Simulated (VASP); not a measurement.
Crystal: Ni.

```xyz
1
Lattice="0.0000 1.7376 1.8071 1.7376 0.0000 1.8071 1.7376 1.7376 0.0000" Properties=species:S:1:pos:R:3 pbc="T T T"
Ni    0.0000    0.0000    0.0000
```

Base run:

- Program: VASP 6.6.1
- Functional: PBE
- Potentials or basis: VASP PAW PBE potentials, release 64 (Ni)
- Cutoff: 520 eV
- k mesh: 11 × 11 × 11
- Occupations: fermi-dirac, width 0.05 eV
- Spin: collinear spin, ferromagnetic start
- Starting moments: [1.0] μB

Its results: pressure -0.6 GPa; net moment 0.58 μB per cell; site moments Ni +0.59 μB.

The run is repeated on the same cell with these changes: functional from PBE to PBEsol; further incar settings from ALGO = Normal; EDIFF = 1e-06; NBANDS = 15 to ALGO = Fast; EDIFF = 1e-07; NBANDS = 15. What comes out?

Pressure -10.2 GPa; net moment 0.58 μB per cell; site moments Ni +0.59 μB.

Caveats: the PAW data sets were made with another functional, which shifts forces and pressure a little (some runs).
